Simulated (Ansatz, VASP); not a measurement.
# One calculation of Ti, two programs

File POSCAR:

```
Ti
1.0
    0.0000000000      2.3434638167      1.5232514809
    2.3434638167      0.0000000000      1.5232514809
    2.3434638167      2.3434638167      0.0000000000
Ti
1
Direct
    0.0000000000      0.0000000000      0.0000000000
```

File INCAR.step1:

```
ALGO = Normal
EDIFF = 1E-4
ENCUT = 520
GGA = PE
ISMEAR = 0
LASPH = True
LCHARG = False
LREAL = False
LWAVE = True
NBANDS = 12
NELM = 80
PREC = Accurate
SIGMA = 0.15
```

Contents of INCAR.step2:

```
ALGO = Normal
EDIFF = 1E-7
ENCUT = 520
ISIF = 2
ISMEAR = 0
ISTART = 1
LASPH = True
LCHARG = False
LMIXTAU = True
LREAL = False
LWAVE = False
METAGGA = R2SCAN
NBANDS = 12
NELM = 80
PREC = Accurate
SIGMA = 0.15
```

Contents of KPOINTS:

```
k-points
0
Gamma
  22 22 22
```

Input for Ansatz:

```yaml
crystal:
  lattice:
    - [0.0, 2.3434638167, 1.5232514809]
    - [2.3434638167, 0.0, 1.5232514809]
    - [2.3434638167, 2.3434638167, 0.0]
  atoms:
    - { symbol: Ti, position: [0.0, 0.0, 0.0] }
basis:
  ecutwfc: 500
kpoints:
  mp_grid: { grid: [22, 22, 22] }
hamiltonian:
  xc: r2scan
scf:
  occupations: { method: gaussian, width: 0.15 }
output:
  forces: true
  stress: true
  eigenvalues: true
  write_density: true
  write_potential: true
  elf: true
  volumetric_format: npy
```

Alike in both runs: task single point; functional r2SCAN; k mesh 22 × 22 × 22; occupations gaussian, width 0.15 eV; no spin polarisation.

```csv
,VASP,Ansatz
version,VASP 6.6.1,Ansatz 0.2.0
potentials or method,"VASP PAW PBE potentials, release 64 (Ti_sv), cutoff 520 eV","scalar-relativistic, plane waves, PAW"
valence electrons in the cell,12,12
```

VASP gave:

| Item | Value |
| --- | --- |
| gap on the k mesh at the Fermi level (eV) | none |
| pressure (GPa) | 3.8 |
| traceless stress, the component that is largest in VASP (GPa) | -1.53 |

What did Ansatz give for the same quantities?

gap on the k mesh at the Fermi level (eV): none; pressure (GPa): 3.4; traceless stress, the component that is largest in VASP (GPa): -1.53.

VASP's potentials were made for PBE, not for r2SCAN. A gap of «none» marks a metal or a gap that the smearing closes.
